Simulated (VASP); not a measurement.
# Au (Fm-3m) in VASP: settings compared, part 2 of 2

VASP 6.6.1. The steps go on from the part before.

### 4 Relaxation of cell and atoms, RPBE

This run uses another cell than the first one, of 16.85 Å³/atom, 0.912 times its volume.

Contents of INCAR:

```
SYSTEM = Au
PREC = Accurate
ENCUT = 600
EDIFF = 1E-7
ISMEAR = -1
SIGMA = 0.1
LREAL = .False.
LASPH = .True.
NELM = 80
ALGO = Normal
ISIF = 3
LWAVE = .False.
LCHARG = .False.
GGA = RP
IBRION = 2
NSW = 80
EDIFFG = -0.01
```

Contents of KPOINTS:

```
Automatic mesh
0
Gamma
  13 13 13
  0 0 0
```

Contents of POSCAR:

```
Au
1.0
    0.0000000000      2.0350000000      2.0350000000
    2.0350000000      0.0000000000      2.0350000000
    2.0350000000      2.0350000000      0.0000000000
Au
1
Direct
    0.0000000000      0.0000000000      0.0000000000
```

Potentials or basis: VASP PAW PBE potentials, release 64 (Au).

Command:

```sh
$ cat potpaw_PBE.64/Au/POTCAR > POTCAR
$ mpirun -np 1 vasp_std > vasp.out
```

OUTCAR:

```text
SYSTEM = Au
   PREC = Accurate
   ENCUT = 600
   EDIFF = 1E-7
   ISMEAR = -1
   LREAL = .False.
   LASPH = .True.
   NELM = 80
   ISIF = 3
   GGA = RP
   IBRION = 2
   NSW = 80
   EDIFFG = -0.01

 ion  position               nearest neighbor table
   1  0.000  0.000  0.000-

  LATTYP: Found a face centered cubic cell.
 ALAT       =     4.0700000000

  Lattice vectors:

 A1 = (   0.0000000000,   2.0350000000,   2.0350000000)
 A2 = (   2.0350000000,   0.0000000000,   2.0350000000)
 A3 = (   2.0350000000,   2.0350000000,   0.0000000000)

Analysis of symmetry for initial positions (statically):
=====================================================================
 Subroutine PRICEL returns:
 Original cell was already a primitive cell.

 Routine SETGRP: Setting up the symmetry group for a
 face centered cubic supercell.

 Subroutine GETGRP returns: Found 48 space group operations
 (whereof 48 operations were pure point group operations)
 out of a pool of 48 trial point group operations.

The static configuration has the point symmetry O_h .

Analysis of symmetry for dynamics (positions and initial velocities):
=====================================================================
 Subroutine PRICEL returns:
 Original cell was already a primitive cell.

 Routine SETGRP: Setting up the symmetry group for a
 face centered cubic supercell.

 Subroutine GETGRP returns: Found 48 space group operations
 (whereof 48 operations were pure point group operations)
 out of a pool of 48 trial point group operations.

The dynamic configuration has the point symmetry O_h .

 Subroutine INISYM returns: Found 48 space group operations
 (whereof 48 operations are pure point group operations),
 and found     1 'primitive' translations
[... 117 lines left out ...]
   LORBIT       =      0    0 simple, 1 ext, 2 COOP (PROOUT), +10 PAW based schemes
   GGA     = RP    functional components
   LHFCALC =     F    Hartree Fock is set to
   AEXX    =    0.0000 exact exchange contribution
   IVDW    =     0    specifies the selected vdW correction
   LEPSILON=     F    determine dielectric tensor
   LRPA    =     F    only Hartree local field effects (RPA)
 conjugate gradient relaxation of ions
 non-spin polarized calculation
  energy-cutoff  :      600.00
  volume of cell :       16.85
 maximum number of plane-waves:       572
   NGX = 11   NGY = 11   NGZ = 11

--------------------------------------- Ionic step        1  -------------------------------------------

 number of electron      10.9999999 magnetization

 Free energy of the ion-electron system (eV)
  ---------------------------------------------------
  ext. energy  EPLUGINS =         0.00000000
  ---------------------------------------------------
  free energy    TOTEN  =        -2.57615198 eV

  energy without entropy =       -2.56795722  energy(sigma->0) =       -2.57205460

------------------------ aborting loop because EDIFF is reached ----------------------------------------

  FORCE on cell =-STRESS in cart. coord.  units (eV):
  Direction    XX          YY          ZZ          XY          YZ          ZX
  --------------------------------------------------------------------------------------
  -------------------------------------------------------------------------------------
  Total        1.5238192      1.5238192      1.5238192     -0.0000000     -0.0000000     -0.0000000
  in kB      144.8507653    144.8507653    144.8507653     -0.0000000     -0.0000000     -0.0000000
  external PRESSURE =     144.8507653 kB  Pullay stress =       0.0000000 kB
[... 92 lines left out ...]
--------------------------------------- Ionic step        4  -------------------------------------------

 number of electron      10.9999999 magnetization

 Free energy of the ion-electron system (eV)
  ---------------------------------------------------
  ext. energy  EPLUGINS =         0.00000000
  ---------------------------------------------------
  free energy    TOTEN  =        -2.64147939 eV

  energy without entropy =       -2.63092201  energy(sigma->0) =       -2.63620070

 E-fermi :   8.4048     XC(G=0): -12.1418

 val. band max:        8.3596077593   @ k =   0.4615   0.3077   0.0000
 cond. band min:       8.4172241339   @ k =  -0.4615   0.0769   0.0000
 fundamental gap:      0.0576163746
 Fermi energy:         8.4048410450

 k-point     1 :       0.0000    0.0000    0.0000
  band No.  band energies     occupation
      1      -0.7001      2.00000
      2       4.0044      2.00000
      3       4.0044      2.00000
      4       4.0044      2.00000
      5       5.3076      2.00000
      6       5.3076      2.00000
      7      22.8826      0.00000
      8      26.4468      0.00000
      9      26.4468      0.00000
[... 265 lines left out ...]
 k-point    24 :       0.4615    0.1538    0.0000
  band No.  band energies     occupation
      1       2.1703      2.00000
      2       3.7484      2.00000
      3       4.4525      2.00000
      4       4.4892      2.00000
      5       6.3765      2.00000
      6       7.9997      1.96580
      7      13.2209      0.00000
      8      22.1142      0.00000
      9      23.0337      0.00000

 [... further k-points ...]
[... 5 lines left out ...]
  --------------------------------------------------------------------------------------
  -------------------------------------------------------------------------------------
  Total       -0.0069569     -0.0069569     -0.0069569      0.0000000      0.0000000      0.0000000
  in kB       -0.6032278     -0.6032278     -0.6032278      0.0000000      0.0000000      0.0000000
  external PRESSURE =      -0.6032278 kB  Pullay stress =       0.0000000 kB
[... 16 lines left out ...]
  FREE ENERGIE OF THE ION-ELECTRON SYSTEM (eV)
  ---------------------------------------------------
  free  energy   TOTEN  =        -2.6414793944 eV

  energy  without entropy=       -2.6309220114  energy(sigma->0) =       -2.63620070

 reached required accuracy - stopping structural energy minimisation
```

OSZICAR:

```text
N       E                     dE             d eps       ncg     rms          rms(c)
DAV:   1     0.507990634433E+02    0.50799E+02   -0.64336E+03  1608   0.124E+03
DAV:   2    -0.233564981219E+01   -0.53135E+02   -0.50322E+02  1551   0.215E+02
DAV:   3    -0.279875941391E+01   -0.46311E+00   -0.46279E+00  1750   0.216E+01
DAV:   4    -0.280005071358E+01   -0.12913E-02   -0.12913E-02  1698   0.122E+00
[... 32 lines left out ...]
DAV:   1    -0.264201954342E+01   -0.58295E-03   -0.11011E-02  1545   0.117E+00    0.143E-01
DAV:   2    -0.264149535271E+01    0.52419E-03   -0.18435E-03  1528   0.410E-01    0.531E-02
DAV:   3    -0.264147729091E+01    0.18062E-04   -0.91704E-05  1571   0.866E-02    0.416E-02
DAV:   4    -0.264147938509E+01   -0.20942E-05   -0.38349E-06  1627   0.179E-02    0.128E-03
DAV:   5    -0.264147939439E+01   -0.93016E-08   -0.69828E-08  1138   0.261E-03
   4 F= -.26414794E+01 E0= -.26362007E+01  d E =-.653274E-01
```

CONTCAR:

```text
Au
   1.00000000000000
    -0.0000000000000000    2.0983171975791861    2.0983171975791861
     2.0983171975791861   -0.0000000000000000    2.0983171975791861
     2.0983171975791861    2.0983171975791861    0.0000000000000000
  Au
     1
Direct
     0.0000000000000000    0.0000000000000000    0.0000000000000000

  0.00000000E+00  0.00000000E+00  0.00000000E+00
```

Run time: 20 s. Hardware: 1 thread of Intel Xeon Platinum 8488C (Sapphire Rapids), shared host; peak memory 0.16 GiB.

Results:

- Free energy: -2.6415 eV
- Relaxed volume: 18.48 Å³/atom
- Relaxed cell: a = 2.967 Å, b = 2.967 Å, c = 2.967 Å, α = 60.00°, β = 60.00°, γ = 60.00°
- Space group after relaxing (to 0.05 Å): Fm-3m (No. 225)
- Energy gained by relaxing: 65.3 meV/atom
- Ionic steps: 4
- Pressure after relaxing: -0.1 GPa

Step by step:
```csv
step,energy change (eV),largest force (eV/Å),pressure (GPa),volume (Å³)
1,0.0000,0.0000,14.49,16.85
2,0.0206,0.0000,-10.01,20.85
3,-0.0653,0.0000,-0.30,18.52
4,-0.0653,0.0000,-0.06,18.48
```

Final structure:
```
Au
1.0
     0.00000    2.09832    2.09832
     2.09832    0.00000    2.09832
     2.09832    2.09832    0.00000
Au
1
Direct
  0.00000 0.00000 0.00000
```

Caveat: the PAW data sets were made with another functional, which shifts forces and pressure a little; spin-orbit coupling is left out, which moves the levels of the heavy elements. Zero-point motion and thermal expansion aren't in these numbers.

### 5 Relaxation of cell and atoms, PBE

This run uses another cell than the first one, of 16.85 Å³/atom, 0.912 times its volume.

Contents of INCAR:

```
SYSTEM = Au
PREC     = Accurate       ! precision mode
ENCUT    = 600            ! plane-wave cutoff, eV
EDIFF    = 1E-7           ! SCF threshold, eV
ISMEAR   = -1             ! smearing method
SIGMA    = 0.1            ! smearing width, eV
LREAL    = .False.        ! projectors in reciprocal space
LASPH    = .True.         ! aspherical terms in the spheres
NELM     = 60             ! most SCF steps
ALGO     = Normal         ! electronic algorithm
ISIF     = 3              ! what is computed and relaxed
LWAVE    = .False.        ! write WAVECAR
LCHARG   = .False.        ! write CHGCAR
GGA      = PE             ! functional
IBRION   = 2              ! ionic algorithm
NSW      = 80             ! ionic steps
EDIFFG   = -0.01          ! ionic threshold
```

KPOINTS is that of step 4.

POSCAR is that of step 4.

Potentials or basis: VASP PAW PBE potentials, release 64 (Au).

Command:

```sh
$ cat potpaw_PBE.64/Au/POTCAR > POTCAR
$ mpirun -np 1 vasp_std > vasp.out
```

OUTCAR:

```text
SYSTEM = Au
   PREC = Accurate
   ENCUT = 600
   EDIFF = 1E-7
   ISMEAR = -1
   LREAL = .False.
   LASPH = .True.
   NELM = 60
   ISIF = 3
   GGA = PE
   IBRION = 2
   NSW = 80
   EDIFFG = -0.01

 ion  position               nearest neighbor table
   1  0.000  0.000  0.000-

  LATTYP: Found a face centered cubic cell.
 ALAT       =     4.0700000000

  Lattice vectors:

 A1 = (   0.0000000000,   2.0350000000,   2.0350000000)
 A2 = (   2.0350000000,   0.0000000000,   2.0350000000)
 A3 = (   2.0350000000,   2.0350000000,   0.0000000000)

Analysis of symmetry for initial positions (statically):
=====================================================================
 Subroutine PRICEL returns:
 Original cell was already a primitive cell.

 Routine SETGRP: Setting up the symmetry group for a
 face centered cubic supercell.

 Subroutine GETGRP returns: Found 48 space group operations
 (whereof 48 operations were pure point group operations)
 out of a pool of 48 trial point group operations.

[... 166 lines left out ...]
  --------------------------------------------------------------------------------------
  -------------------------------------------------------------------------------------
  Total        1.0912483      1.0912483      1.0912483     -0.0000000      0.0000000      0.0000000
  in kB      103.7315652    103.7315652    103.7315652     -0.0000000      0.0000000      0.0000000
  external PRESSURE =     103.7315652 kB  Pullay stress =       0.0000000 kB
[... 92 lines left out ...]
--------------------------------------- Ionic step        4  -------------------------------------------

 number of electron      11.0000002 magnetization

 Free energy of the ion-electron system (eV)
  ---------------------------------------------------
  ext. energy  EPLUGINS =         0.00000000
  ---------------------------------------------------
  free energy    TOTEN  =        -3.22614854 eV

  energy without entropy =       -3.21628679  energy(sigma->0) =       -3.22121766

 E-fermi :   8.7393     XC(G=0): -12.4136

 val. band max:        8.7025771200   @ k =   0.4615   0.3077   0.0000
 cond. band min:       8.7857631024   @ k =   0.4615   0.3846   0.0000
 fundamental gap:      0.0831859825
 Fermi energy:         8.7393160984

 k-point     1 :       0.0000    0.0000    0.0000
  band No.  band energies     occupation
      1      -0.6820      2.00000
      2       4.2153      2.00000
      3       4.2153      2.00000
      4       4.2153      2.00000
      5       5.5981      2.00000
      6       5.5981      2.00000
      7      23.2254      0.00000
      8      26.9308      0.00000
      9      26.9308      0.00000
[... 265 lines left out ...]
 k-point    24 :       0.4615    0.1538    0.0000
  band No.  band energies     occupation
      1       2.2774      2.00000
      2       3.9388      2.00000
      3       4.6869      2.00000
      4       4.6973      2.00000
      5       6.7278      2.00000
      6       8.3360      1.96518
      7      13.6672      0.00000
      8      22.6138      0.00000
      9      23.5825      0.00000

 [... further k-points ...]
[... 5 lines left out ...]
  --------------------------------------------------------------------------------------
  -------------------------------------------------------------------------------------
  Total       -0.0040282     -0.0040282     -0.0040282      0.0000000      0.0000000     -0.0000000
  in kB       -0.3598606     -0.3598606     -0.3598606      0.0000000      0.0000000     -0.0000000
  external PRESSURE =      -0.3598606 kB  Pullay stress =       0.0000000 kB
[... 16 lines left out ...]
  FREE ENERGIE OF THE ION-ELECTRON SYSTEM (eV)
  ---------------------------------------------------
  free  energy   TOTEN  =        -3.2261485352 eV

  energy  without entropy=       -3.2162867927  energy(sigma->0) =       -3.22121766

 reached required accuracy - stopping structural energy minimisation
```

Run time: 19 s. Hardware: 1 thread of Intel Xeon Platinum 8488C (Sapphire Rapids), shared host; peak memory 0.15 GiB.

Results:

```yaml
Free_energy: -3.2261 eV
Relaxed_volume: 17.93 Å³/atom
Relaxed_cell: a = 2.938 Å, b = 2.938 Å, c = 2.938 Å, α = 60.00°, β = 60.00°, γ = 60.00°
Space_group_after_relaxing_to_0.05_Å: Fm-3m (No. 225)
Energy_gained_by_relaxing: 32.3 meV/atom
Ionic_steps: 4
Pressure_after_relaxing: 0.0 GPa
```

The path:
| step | energy change (eV) | largest force (eV/Å) | pressure (GPa) | volume (Å³) |
| --- | --- | --- | --- | --- |
| 1 | 0.0000 | 0.0000 | 10.37 | 16.85 |
| 2 | 0.0259 | 0.0000 | -9.67 | 19.66 |
| 3 | -0.0323 | 0.0000 | -0.20 | 17.96 |
| 4 | -0.0323 | 0.0000 | -0.04 | 17.93 |

Final structure:
```
Au
1.0
     0.00000    2.07755    2.07755
     2.07755    0.00000    2.07755
     2.07755    2.07755    0.00000
Au
1
Direct
  0.00000 0.00000 0.00000
```

Caveat: spin-orbit coupling is left out, which moves the levels of the heavy elements. Zero-point motion and thermal expansion aren't in these numbers.

### 6 Relaxation of cell and atoms, PBE+D3(BJ)

This run uses another cell than the first one, of 16.85 Å³/atom, 0.912 times its volume.

Contents of INCAR:

```
SYSTEM = Au
PREC = Accurate
ENCUT = 600
EDIFF = 1E-6
ISMEAR = -1
SIGMA = 0.1
LREAL = .False.
LASPH = .True.
NELM = 60
ALGO = Normal
ISIF = 3
LWAVE = .False.
LCHARG = .False.
GGA = PE
IVDW = 12
IBRION = 2
NSW = 80
EDIFFG = -0.01
```

Contents of KPOINTS:

```
regular mesh
0
Gamma
  13 13 13
  0 0 0
```

POSCAR is that of step 5.

Potentials or basis: VASP PAW PBE potentials, release 64 (Au).

Command:

```sh
$ cat potpaw_PBE.64/Au/POTCAR > POTCAR
$ mpirun -np 1 vasp_std > vasp.out
```

Wall time 16 s (1 thread of Intel Xeon Platinum 8488C (Sapphire Rapids), shared host); peak memory 0.17 GiB.

The run converged. Its results:

```
Free energy                            : -3.8711 eV
Relaxed volume                         : 17.22 Å³/atom
Relaxed cell                           : a = 2.899 Å, b = 2.899 Å, c = 2.899 Å, α = 60.00°, β = 60.00°, γ = 60.00°
Space group after relaxing (to 0.05 Å) : Fm-3m (No. 225)
Energy gained by relaxing              : 4.1 meV/atom
Ionic steps                            : 3
Pressure after relaxing                : 0.0 GPa
Dispersion energy per atom             : -0.658 eV
```

The path:
| step | energy change (eV) | largest force (eV/Å) | pressure (GPa) | volume (Å³) |
| --- | --- | --- | --- | --- |
| 1 | 0.0000 | 0.0000 | 3.73 | 16.85 |
| 2 | 0.0060 | 0.0000 | -5.11 | 17.83 |
| 3 | -0.0041 | 0.0000 | -0.02 | 17.22 |

Final structure:
```
Au
1.0
     0.00000    2.04967    2.04967
     2.04967    0.00000    2.04967
     2.04967    2.04967    0.00000
Au
1
Cartesian
  0.0000 0.0000 0.0000
```

Levels at points of the mesh, in eV from the Fermi level:
```tsv
k point	band 4	band 5	band 6	band 7	band 8	band 9
(0.00, 0.00, 0.00)	-4.73	-3.24	-3.24	14.45	18.39	18.39
```

Caveat: spin-orbit coupling is left out, which moves the levels of the heavy elements; pairwise dispersion overbinds metals, which lowers pressure and volume. Zero-point motion and thermal expansion aren't in these numbers.

### 7 The runs side by side

```csv
task,level,cell,cutoff (eV),gap on the mesh (eV),pressure (GPa),relaxed volume (Å³/atom)
single point,RPBE,"a = 2.968 Å, angles 60.0°, 1 atom",520,none,-0.2,-
relaxation of cell and atoms,revPBE+D3(BJ),"relaxed from a = 2.878 Å, angles 60.0°, 1 atom",600,none,0.0,16.92
relaxation of cell and atoms,RPBE,"relaxed from a = 2.878 Å, angles 60.0°, 1 atom",600,none,-0.1,18.48
relaxation of cell and atoms,PBE,"relaxed from a = 2.878 Å, angles 60.0°, 1 atom",600,none,0.0,17.93
relaxation of cell and atoms,PBE+D3(BJ),"relaxed from a = 2.878 Å, angles 60.0°, 1 atom",600,none,0.0,17.22
```

Alike in all rows: potentials or basis VASP PAW PBE potentials, release 64 (Au); no spin polarisation; k mesh 13 × 13 × 13; smearing fermi-dirac 0.1 eV.

Caveats: spin-orbit coupling is left out, which moves the levels of the heavy elements; the PAW data sets were made with another functional, which shifts forces and pressure a little (some runs); pairwise dispersion overbinds metals, which lowers pressure and volume (some runs).

Absolute energies hang on the potentials; compare differences alone.
